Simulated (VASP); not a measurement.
# Pt (P-3m1) in VASP: single point with PBEsol

Aim: the single point of Pt with PBEsol.

Program: VASP 6.6.1. These are calculated values, not measurements. Logs are shortened: lines on timing, memory, paths and dates and some standing lists are left out, and cuts for length are marked.

## Step 1: The cell of the first run

It takes space group P-3m1 (No. 164, trigonal). The conventional cell has a = 2.770 Å, b = 2.770 Å, c = 14.073 Å, α = 90.00°, β = 90.00°, γ = 120.00°. Pt (site symmetry 3m) has 12 Pt at 2.77 to 3.19 Å within 3.7 Å. Within 3.7 Å of Pt (site symmetry 3m) lie 12 Pt at 2.77 Å. Within 3.7 Å of Pt (site symmetry 3m) lie 12 Pt at 2.77 Å.

## Step 2: Single point, PBEsol (the distance across one plane changed)

Contents of INCAR:

```
PREC     = Accurate       # precision mode
ENCUT    = 520            # plane-wave cutoff, eV
EDIFF    = 1E-6           # SCF threshold, eV
ISMEAR   = 0              # smearing method
SIGMA    = 0.15           # smearing width, eV
LREAL    = F              # projectors in reciprocal space
LASPH    = T              # aspherical terms in the spheres
NELM     = 100            # most SCF steps
ALGO     = Fast           # electronic algorithm
ISIF     = 2              # what is computed and relaxed
LWAVE    = F              # write WAVECAR
LCHARG   = T              # write CHGCAR
GGA      = PS             # functional
LELF     = T              # ELF
LVHAR    = T            
NBANDS   = 39             # bands
```

Contents of KPOINTS:

```
Automatic mesh
0
Gamma
  24 24 5
```

Contents of POSCAR:

```
Pt
1.0
    1.9590303458     -1.9590303458      0.0000000000
    1.9590303458      0.0000000000     -1.9590303458
    8.1247965178      8.1247965178      8.1247965178
Pt
6
Direct
    0.6666666667      0.6666666667      0.0803564141
    0.0000000000      0.0000000000      0.8840812998
    0.3333333333      0.3333333333      0.2411013912
    0.6666666667      0.6666666667      0.5625913455
    0.0000000000      0.0000000000      0.4018463684
    0.3333333333      0.3333333333      0.7233363226
```

Potentials or basis: VASP PAW PBE potentials, release 64 (Pt).

The run is started by

```bash
cat potpaw_PBE.64/Pt/POTCAR > POTCAR
mpirun -np 1 vasp_std > vasp.out
```

OUTCAR:

```text
PREC = Accurate
   ENCUT = 520
   EDIFF = 1E-6
   ISMEAR = 0
   LREAL = F
   LASPH = T
   NELM = 100
   ISIF = 2
   GGA = PS

 ion  position               nearest neighbor table
   1  0.667  0.667  0.080-   3 2.77   3 2.77   3 2.77   2 3.19   2 3.19   2 3.19
   2  0.000  0.000  0.884-   6 2.77   6 2.77   6 2.77   1 3.19   1 3.19   1 3.19
   3  0.333  0.333  0.241-   1 2.77   1 2.77   1 2.77   5 2.77   5 2.77   5 2.77
   4  0.667  0.667  0.563-   6 2.77   6 2.77   5 2.77   5 2.77   5 2.77   6 2.77
   5  0.000  0.000  0.402-   4 2.77   4 2.77   4 2.77   3 2.77   3 2.77   3 2.77
   6  0.333  0.333  0.723-   4 2.77   4 2.77   4 2.77   2 2.77   2 2.77   2 2.77

  LATTYP: Found a hexagonal cell.
 ALAT       =     2.7704872841
 C/A-ratio  =     5.0794531527

  Lattice vectors:

 A1 = (  -1.9590303458,   0.0000000000,   1.9590303458)
 A2 = (   1.9590303458,  -1.9590303458,   0.0000000000)
 A3 = (   8.1247965178,   8.1247965178,   8.1247965178)

Analysis of symmetry for initial positions (statically):
=====================================================================
 Subroutine PRICEL returns:
 Original cell was already a primitive cell.

 Routine SETGRP: Setting up the symmetry group for a
 hexagonal supercell.

 Subroutine GETGRP returns: Found 12 space group operations
 (whereof  6 operations were pure point group operations)
 out of a pool of 24 trial point group operations.

The static configuration has the point symmetry C_3v.
 The point group associated with its full space group is D_3d.

Analysis of symmetry for dynamics (positions and initial velocities):
=====================================================================
 Subroutine PRICEL returns:
 Original cell was already a primitive cell.

 Routine SETGRP: Setting up the symmetry group for a
 hexagonal supercell.

 Subroutine GETGRP returns: Found 12 space group operations
 (whereof  6 operations were pure point group operations)
 out of a pool of 24 trial point group operations.

The dynamic configuration has the point symmetry C_3v.
 The point group associated with its full space group is D_3d.

 Subroutine INISYM returns: Found 12 space group operations
 (whereof  6 operations are pure point group operations),
 and found     1 'primitive' translations

----------------------------------------------------------------------------------------

                                     Primitive cell

  volume of cell :      93.5440

  direct lattice vectors                    reciprocal lattice vectors
     1.959030346 -1.959030346  0.000000000     0.170152205 -0.340304410  0.170152205
     1.959030346  0.000000000 -1.959030346     0.170152205  0.170152205 -0.340304410
     8.124796518  8.124796518  8.124796518     0.041026668  0.041026668  0.041026668

  length of vectors
     2.770487284  2.770487284 14.072560370     0.416786081  0.416786081  0.071060274

  position of ions in fractional coordinates (direct lattice)
     0.666666667  0.666666667  0.080356414
     0.000000000  0.000000000  0.884081300
     0.333333333  0.333333333  0.241101391
     0.666666667  0.666666667  0.562591346
     0.000000000  0.000000000  0.401846368
     0.333333333  0.333333333  0.723336323

  ion indices of the primitive-cell ions
   primitive index   ion index
                 1           1
                 2           2
                 3           3
                 4           4
                 5           5
                 6           6

----------------------------------------------------------------------------------------

 KPOINTS: Automatic mesh

Automatic generation of k-mesh.
 Grid dimensions read from file:
 generate k-points for:   24   24    5

 Generating k-lattice:

  Cartesian coordinates                     Fractional coordinates (reciprocal lattice)
     0.007089675 -0.014179350  0.007089675     0.041666667  0.000000000  0.000000000
     0.007089675  0.007089675 -0.014179350     0.000000000  0.041666667  0.000000000
     0.008205334  0.008205334  0.008205334     0.000000000  0.000000000  0.200000000

  Length of vectors
     0.017366087  0.017366087  0.014212055

  Shift w.r.t. Gamma in fractional coordinates (k-lattice)
     0.000000000  0.000000000  0.000000000

 Subroutine IBZKPT returns following result:
 ===========================================

 Found    279 irreducible k-points:

 Following reciprocal coordinates:
            Coordinates               Weight
  0.000000  0.000000  0.000000      1.000000
  0.041667  0.000000  0.000000      6.000000
  0.083333  0.000000  0.000000      6.000000
  0.125000  0.000000  0.000000      6.000000
  0.166667  0.000000  0.000000      6.000000
  0.208333  0.000000  0.000000      6.000000
[... 16 lines left out ...]
  0.458333  0.041667 -0.000000     12.000000
  0.500000  0.041667  0.000000     12.000000
 [... further k-points ...]
   k-points           NKPTS =    279   k-points in BZ     NKDIM =    279   number of bands    NBANDS=     39
   number of dos      NEDOS =    301   number of ions     NIONS =      6
   total plane-waves  NPLWV =  62208
   dimension x,y,z NGX =    24 NGY =   24 NGZ =  108
   dimension x,y,z NGXF=    48 NGYF=   48 NGZF=  216
   ions per type =               6
   NGX,Y,Z   is equivalent  to a cutoff of  14.40, 14.40, 12.76 a.u.
   NGXF,Y,Z  is equivalent  to a cutoff of  28.80, 28.80, 25.52 a.u.
 SYSTEM =  unknown system
   PREC   = accura    normal or accurate (medium, high low for compatibility)
   ISTART =      0    job   : 0-new  1-cont  2-samecut
   ICHARG =      2    charge: 1-file 2-atom 10-const
   ISPIN  =      1    spin polarized calculation?
   LNONCOLLINEAR =      F non collinear calculations
   LSORBIT =      F    spin-orbit coupling
   LASPH  =      T    aspherical Exc in radial PAW
   ENCUT  =  520.0 eV  38.22 Ry    6.18 a.u.   5.15  5.15 26.17*2*pi/ulx,y,z
   NELM   =    100;   NELMIN=  2; NELMDL= -5     # of ELM steps
   EDIFF  = 0.1E-05   stopping-criterion for ELM
   LREAL  =      F    real-space projection
   EDIFFG = 0.1E-04   stopping-criterion for IOM
   NSW    =      0    number of steps for IOM
   IBRION =     -1    ionic relax: 0-MD 1-quasi-New 2-CG
   NFREE  =      0    steps in history (QN), initial steepest desc. (CG)
   ISIF   =      2    stress and relaxation
   ISYM   =      2    0-nonsym 1-usesym 2-fastsym
   POTIM  = 0.5000    time-step for ionic-motion
   TEBEG  =    0.0;   TEEND  =   0.0 temperature during run
   PSTRESS=    0.0 pullay stress
   NELECT =      60.0000    total number of electrons
   NUPDOWN=      -1.0000    fix difference up-down
   EMIN   =  10.00;   EMAX   =-10.00  energy-range for DOS
   EFERMI =   0.00;   METHOD = LEGACY
   ISMEAR =     0;   SIGMA  =   0.15  broadening in eV -4-tet -1-fermi 0-gaus
   EFERMI_NEDOS =   21; number of points for ismear=-14 and -15
   IALGO  =     68    algorithm
   IMIX   =      4    mixing-type and parameters
     AMIX     =   0.40;   BMIX     =  1.00
     AMIX_MAG =   1.60;   BMIX_MAG =  1.00
  volume/ion in A,a.u.               =      15.59       105.21
  Fermi-wavevector in a.u.,A,eV,Ry     =   1.411843  2.667997 27.120521  1.993302
  Thomas-Fermi vector in A             =   2.533653
   LORBIT       =      0    0 simple, 1 ext, 2 COOP (PROOUT), +10 PAW based schemes
   GGA     = PS    functional components
   LHFCALC =     F    Hartree Fock is set to
   AEXX    =    0.0000 exact exchange contribution
   IVDW    =     0    specifies the selected vdW correction
   LEPSILON=     F    determine dielectric tensor
   LRPA    =     F    only Hartree local field effects (RPA)
 non-spin polarized calculation
 RMM-DIIS sequential band-by-band and
 Gauss-broadening in eV      SIGMA  =   0.15
  energy-cutoff  :      520.00
  volume of cell :       93.54
 maximum number of plane-waves:      2541
 NGX is ok and might be reduce to    24
   NGX = 11   NGY = 11   NGZ = 53

 number of electron      60.0000004 magnetization

 Free energy of the ion-electron system (eV)
  ---------------------------------------------------
  ext. energy  EPLUGINS =         0.00000000
  ---------------------------------------------------
  free energy    TOTEN  =       -41.38703279 eV

  energy without entropy =      -41.25565487  energy(sigma->0) =      -41.32134383

 E-fermi :  10.4831     XC(G=0): -13.4106

 val. band max:       10.4827386531   @ k =   0.4167   0.0833   0.0000
 cond. band min:      10.4831508906   @ k =   0.3750   0.0833   0.0000
 fundamental gap:      0.0004122375
 Fermi energy:        10.4831096015

 k-point     1 :       0.0000    0.0000    0.0000
  band No.  band energies     occupation
      1       0.3616      2.00000
      2       1.2132      2.00000
      3       1.7380      2.00000
      4       2.9479      2.00000
      5       3.0686      2.00000
      6       3.2952      2.00000
[... 31 lines left out ...]
     38      19.2345      0.00000
     39      20.5044      0.00000

 k-point     2 :       0.0417    0.0000    0.0000
  band No.  band energies     occupation
      1       0.4239      2.00000
      2       1.2732      2.00000
      3       1.7981      2.00000
      4       3.0081      2.00000
      5       3.1298      2.00000
      6       3.3540      2.00000
[... 31 lines left out ...]
     38      19.2706      0.00000
     39      20.5207      0.00000

 k-point     3 :       0.0833    0.0000    0.0000
  band No.  band energies     occupation
      1       0.6083      2.00000
      2       1.4496      2.00000
      3       1.9745      2.00000
      4       3.1833      2.00000
      5       3.3085      2.00000
      6       3.5253      2.00000
[... 832 lines left out ...]
 k-point    23 :       0.4583    0.0417   -0.0000
  band No.  band energies     occupation
      1       3.3080      2.00000
      2       3.5866      2.00000
      3       3.8567      2.00000
      4       3.9963      2.00000
      5       4.0385      2.00000
      6       4.3814      2.00000
[... 31 lines left out ...]
     38      16.8597      0.00000
     39      17.1381      0.00000

 k-point    24 :       0.5000    0.0417    0.0000
  band No.  band energies     occupation
      1       3.3046      2.00000
      2       3.5341      2.00000
      3       3.8980      2.00000
      4       3.9635      2.00000
      5       3.9779      2.00000
      6       4.3319      2.00000
[... 31 lines left out ...]
     38      16.4311      0.00000
     39      17.3975      0.00000

 [... further k-points ...]

------------------------ aborting loop because EDIFF is reached ----------------------------------------

  FORCE on cell =-STRESS in cart. coord.  units (eV):
  Direction    XX          YY          ZZ          XY          YZ          ZX
  --------------------------------------------------------------------------------------
  -------------------------------------------------------------------------------------
  Total       -3.2808706     -3.2808706     -3.2808706     -0.3471195     -0.3471195     -0.3471195
  in kB      -56.1931803    -56.1931803    -56.1931803     -5.9452964     -5.9452964     -5.9452964
  external PRESSURE =     -56.1931803 kB  Pullay stress =       0.0000000 kB

 VOLUME and BASIS-vectors are now :
 -----------------------------------------------------------------------------
  energy-cutoff  :      520.00
  volume of cell :       93.54
      direct lattice vectors                 reciprocal lattice vectors
     1.959030346 -1.959030346  0.000000000     0.170152205 -0.340304410  0.170152205
     1.959030346  0.000000000 -1.959030346     0.170152205  0.170152205 -0.340304410
     8.124796518  8.124796518  8.124796518     0.041026668  0.041026668  0.041026668

 POSITION                                       TOTAL-FORCE (eV/Angst)
 -----------------------------------------------------------------------------------
      3.26492     -0.65314     -0.65314        -0.728476     -0.728476     -0.728476
      7.18298      7.18298      7.18298         0.728476      0.728476      0.728476
      3.26492      1.30589      1.30589         0.044067      0.044067      0.044067
      7.18298      3.26492      3.26492         0.010162      0.010162      0.010162
      3.26492      3.26492      3.26492        -0.010162     -0.010162     -0.010162
      7.18298      5.22395      5.22395        -0.044067     -0.044067     -0.044067
 -----------------------------------------------------------------------------------
    total drift:                               -0.000005     -0.000005     -0.000005

  FREE ENERGIE OF THE ION-ELECTRON SYSTEM (eV)
  ---------------------------------------------------
  free  energy   TOTEN  =       -41.3870327859 eV

  energy  without entropy=      -41.2556548680  energy(sigma->0) =      -41.32134383
```

Wall time 15 min (1 thread of AMD EPYC 9R45 (Zen 5), shared host); peak memory 0.73 GiB.

Results:

```yaml
Free_energy: -41.3870 eV
Pressure: -5.6 GPa
Largest_force: 1.262 eV/Å
Band_gap_on_the_k_mesh: zero (bands 30 and 31 overlap by 1.48 eV)
```

Forces on the atoms (eV/Å):
```
Pt  -0.728 -0.728 -0.728
Pt   0.728  0.728  0.728
Pt   0.044  0.044  0.044
Pt   0.010  0.010  0.010
Pt  -0.010 -0.010 -0.010
Pt  -0.044 -0.044 -0.044
```

Stress tensor (GPa, compression positive):
```
-5.62 -0.59 -0.59
-0.59 -5.62 -0.59
-0.59 -0.59 -5.62
```

Levels at points of the mesh, in eV from the Fermi level:
| k point | band 27 | band 28 | band 29 | band 30 | band 31 | band 32 | band 33 | band 34 |
| --- | --- | --- | --- | --- | --- | --- | --- | --- |
| (0.00, 0.00, 0.00) | -1.65 | -1.40 | -1.40 | -0.82 | -0.82 | -0.62 | -0.50 | -0.50 |
| (0.50, 0.00, 0.00) | 0.22 | 0.35 | 0.43 | 0.44 | 0.52 | 1.81 | 2.31 | 2.52 |

Caveat: the cell differs from its parent crystal (the distance across one plane changed); the cell stands under tension; the PAW data sets were made with another functional, which shifts forces and pressure a little; spin-orbit coupling is left out, which moves the levels of the heavy elements.
